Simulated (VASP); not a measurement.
# Hg (Fm-3m) in VASP: a series of runs

Hg is run at these levels: LDA; tasks: single point.

All numbers are computed with VASP 6.6.1; they aren't measurements. Logs are shortened: lines on timing, memory, paths and dates and some standing lists are left out, and cuts for length are marked.

## (1) The cell of the first run

It takes space group Fm-3m (No. 225, cubic). The conventional cell has a = 4.450 Å, b = 4.450 Å, c = 4.450 Å, α = 90.00°, β = 90.00°, γ = 90.00°. Within 4.1 Å of Hg (site symmetry m-3m) lie 12 Hg at 3.15 Å.

## (2) Single point, LDA

Input file INCAR:

```
SYSTEM = Hg
ALGO = Normal ; EDIFF = 1E-6
ENCUT = 520 ; GGA = CA
ISIF = 2 ; ISMEAR = -1
LASPH = .True. ; LCHARG = .False.
LREAL = .False. ; LWAVE = .False.
NBANDS = 12 ; NELM = 100
PREC = Accurate ; SIGMA = 0.1
```

Input file KPOINTS:

```
k-points
0
Gamma
  12 12 12
  0 0 0
```

Input file POSCAR:

```
Hg
1.0
    0.0000000000      2.2248947353      2.2248947353
    2.2248947353      0.0000000000      2.2248947353
    2.2248947353      2.2248947353      0.0000000000
Hg
1
Direct
    0.0000000000      0.0000000000      0.0000000000
```

Potentials or basis: VASP PAW LDA potentials, release 64 (Hg).

On the command line:

```console
> cat potpaw_LDA.64/Hg/POTCAR > POTCAR
> mpirun -np 1 vasp_std > vasp.out
```

OUTCAR:

```text
SYSTEM = Hg
   EDIFF = 1E-6
   ENCUT = 520
   GGA = CA
   ISIF = 2
   ISMEAR = -1
   LASPH = .True.
   LREAL = .False.
   NELM = 100
   PREC = Accurate

 ion  position               nearest neighbor table
   1  0.000  0.000  0.000-

  LATTYP: Found a face centered cubic cell.
 ALAT       =     4.4497894706

  Lattice vectors:

 A1 = (   0.0000000000,   2.2248947353,   2.2248947353)
 A2 = (   2.2248947353,   0.0000000000,   2.2248947353)
 A3 = (   2.2248947353,   2.2248947353,   0.0000000000)

Analysis of symmetry for initial positions (statically):
[... 6 lines left out ...]

 Subroutine GETGRP returns: Found 48 space group operations
 (whereof 48 operations were pure point group operations)
 out of a pool of 48 trial point group operations.

The static configuration has the point symmetry O_h .

Analysis of symmetry for dynamics (positions and initial velocities):
[... 6 lines left out ...]

 Subroutine GETGRP returns: Found 48 space group operations
 (whereof 48 operations were pure point group operations)
 out of a pool of 48 trial point group operations.

The dynamic configuration has the point symmetry O_h .

 Subroutine INISYM returns: Found 48 space group operations
 (whereof 48 operations are pure point group operations),
 and found     1 'primitive' translations

----------------------------------------------------------------------------------------

                                     Primitive cell

  volume of cell :      22.0272

  direct lattice vectors                    reciprocal lattice vectors
     0.000000000  2.224894735  2.224894735    -0.224729733  0.224729733  0.224729733
     2.224894735  0.000000000  2.224894735     0.224729733 -0.224729733  0.224729733
     2.224894735  2.224894735  0.000000000     0.224729733  0.224729733 -0.224729733

  length of vectors
     3.146476310  3.146476310  3.146476310     0.389243316  0.389243316  0.389243316

  position of ions in fractional coordinates (direct lattice)
     0.000000000  0.000000000  0.000000000

  ion indices of the primitive-cell ions
   primitive index   ion index
                 1           1

----------------------------------------------------------------------------------------

 KPOINTS: k-points

Automatic generation of k-mesh.
 Grid dimensions read from file:
 generate k-points for:   12   12   12

 Generating k-lattice:

  Cartesian coordinates                     Fractional coordinates (reciprocal lattice)
    -0.018727478  0.018727478  0.018727478     0.083333333  0.000000000  0.000000000
[... 59 lines left out ...]
   EDIFF  = 0.1E-05   stopping-criterion for ELM
   LREAL  =      F    real-space projection
   EDIFFG = 0.1E-04   stopping-criterion for IOM
   NSW    =      0    number of steps for IOM
   IBRION =     -1    ionic relax: 0-MD 1-quasi-New 2-CG
   NFREE  =      0    steps in history (QN), initial steepest desc. (CG)
   ISIF   =      2    stress and relaxation
   ISYM   =      2    0-nonsym 1-usesym 2-fastsym
   POTIM  = 0.5000    time-step for ionic-motion
   TEBEG  =    0.0;   TEEND  =   0.0 temperature during run
   PSTRESS=    0.0 pullay stress
   NELECT =      12.0000    total number of electrons
   NUPDOWN=      -1.0000    fix difference up-down
   EMIN   =  10.00;   EMAX   =-10.00  energy-range for DOS
   EFERMI =   0.00;   METHOD = LEGACY
   ISMEAR =    -1;   SIGMA  =   0.10  broadening in eV -4-tet -1-fermi 0-gaus
   EFERMI_NEDOS =   21; number of points for ismear=-14 and -15
   IALGO  =     38    algorithm
   IMIX   =      4    mixing-type and parameters
     AMIX     =   0.40;   BMIX     =  1.00
     AMIX_MAG =   1.60;   BMIX_MAG =  1.00
  volume/ion in A,a.u.               =      22.03       148.65
  Fermi-wavevector in a.u.,A,eV,Ry     =   1.337055  2.526667 24.323336  1.787715
  Thomas-Fermi vector in A             =   2.465633
   LORBIT       =      0    0 simple, 1 ext, 2 COOP (PROOUT), +10 PAW based schemes
   GGA     = CA    functional components
   LHFCALC =     F    Hartree Fock is set to
   AEXX    =    0.0000 exact exchange contribution
   IVDW    =     0    specifies the selected vdW correction
   LEPSILON=     F    determine dielectric tensor
   LRPA    =     F    only Hartree local field effects (RPA)
 non-spin polarized calculation
  energy-cutoff  :      520.00
  volume of cell :       22.03
 maximum number of plane-waves:       609
   NGX = 11   NGY = 11   NGZ = 11

 number of electron      11.9999999 magnetization

 Free energy of the ion-electron system (eV)
  ---------------------------------------------------
  ext. energy  EPLUGINS =         0.00000000
  ---------------------------------------------------
  free energy    TOTEN  =        -0.94695366 eV

  energy without entropy =       -0.93657781  energy(sigma->0) =       -0.94176573

 E-fermi :   3.1088     XC(G=0): -11.5653

 val. band max:        3.0570837520   @ k =  -0.3333   0.4167   0.1667
 cond. band min:       3.1498707479   @ k =  -0.4167   0.5000   0.0833
 fundamental gap:      0.0927869959
 Fermi energy:         3.1088022673

 k-point     1 :       0.0000    0.0000    0.0000
  band No.  band energies     occupation
      1      -6.5856      2.00000
      2      -4.1360      2.00000
      3      -4.1360      2.00000
      4      -4.1360      2.00000
      5      -3.3874      2.00000
      6      -3.3874      2.00000
      7      16.7908      0.00000
      8      18.3719      0.00000
      9      18.3719      0.00000
     10      18.3719      0.00000
     11      22.6135      0.00000
     12      23.9957      0.00000
[... 331 lines left out ...]
 k-point    24 :      -0.4167    0.1667    0.0000
  band No.  band energies     occupation
      1      -4.9486      2.00000
      2      -4.2590      2.00000
      3      -3.8595      2.00000
      4      -3.3481      2.00000
      5      -2.8648      2.00000
      6       1.2980      2.00000
      7       2.9944      1.51673
      8      11.6838      0.00000
      9      14.7845      0.00000
     10      16.1746      0.00000
     11      22.9545      0.00000
     12      23.4789      0.00000

 [... further k-points ...]
[... 5 lines left out ...]
  --------------------------------------------------------------------------------------
  -------------------------------------------------------------------------------------
  Total        0.0855216      0.0855216      0.0855216     -0.0000000      0.0000000      0.0000000
  in kB        6.2205367      6.2205367      6.2205367     -0.0000000      0.0000000      0.0000000
  external PRESSURE =       6.2205367 kB  Pullay stress =       0.0000000 kB

 VOLUME and BASIS-vectors are now :
 -----------------------------------------------------------------------------
  energy-cutoff  :      520.00
  volume of cell :       22.03
      direct lattice vectors                 reciprocal lattice vectors
     0.000000000  2.224894735  2.224894735    -0.224729733  0.224729733  0.224729733
     2.224894735  0.000000000  2.224894735     0.224729733 -0.224729733  0.224729733
     2.224894735  2.224894735  0.000000000     0.224729733  0.224729733 -0.224729733

 POSITION                                       TOTAL-FORCE (eV/Angst)
 -----------------------------------------------------------------------------------
      0.00000      0.00000      0.00000         0.000000      0.000000      0.000000
 -----------------------------------------------------------------------------------
    total drift:                               -0.000000      0.000000     -0.000000

  FREE ENERGIE OF THE ION-ELECTRON SYSTEM (eV)
  ---------------------------------------------------
  free  energy   TOTEN  =        -0.9469536557 eV

  energy  without entropy=       -0.9365778115  energy(sigma->0) =       -0.94176573
```

OSZICAR:

```text
N       E                     dE             d eps       ncg     rms          rms(c)
DAV:   1     0.732787694663E+02    0.73279E+02   -0.67230E+03  1832   0.972E+02
DAV:   2     0.173247874876E+00   -0.73106E+02   -0.68674E+02  1888   0.233E+02
DAV:   3    -0.100743017112E+01   -0.11807E+01   -0.11797E+01  2068   0.329E+01
DAV:   4    -0.100847332554E+01   -0.10432E-02   -0.10431E-02  1916   0.101E+00
DAV:   5    -0.100847462346E+01   -0.12979E-05   -0.12976E-05  2064   0.351E-02    0.465E+00
DAV:   6    -0.954259379989E+00    0.54215E-01   -0.12022E-01  2044   0.396E+00    0.335E+00
DAV:   7    -0.947737497280E+00    0.65219E-02   -0.15298E-02  2020   0.117E+00    0.139E+00
DAV:   8    -0.946949525518E+00    0.78797E-03   -0.13661E-03  1936   0.525E-01    0.516E-02
DAV:   9    -0.946952814524E+00   -0.32890E-05   -0.21662E-06  1832   0.175E-02    0.126E-02
DAV:  10    -0.946953655689E+00   -0.84116E-06   -0.97292E-07  1776   0.126E-02
   1 F= -.94695366E+00 E0= -.94176573E+00  d E =-.103758E-01
```

stdout:

```text
POSCAR found type information on POSCAR Hg
 POSCAR found :  1 types and       1 ions
 scaLAPACK will be used
 LDA part: xc-table for (Slater(with rela. corr.)+CA(PZ))
 , standard interpolation
 POSCAR, INCAR and KPOINTS ok, starting setup
 FFT: planning ... GRIDC
 FFT: planning ... GRID_SOFT
 FFT: planning ... GRID
 WAVECAR not read
 entering main loop
```

It took 10 s on 1 thread of Intel Xeon 6975P-C, shared host; peak memory 0.14 GiB.

Results:

- Free energy: -0.9470 eV
- Pressure: 0.6 GPa
- Band gap on the k mesh: zero (band 6 reaches 3.68 eV, above the bottom of band 7 at 1.64 eV)

Caveat: spin-orbit coupling is left out, which moves the levels of the heavy elements.

[end of part 1 of 2]
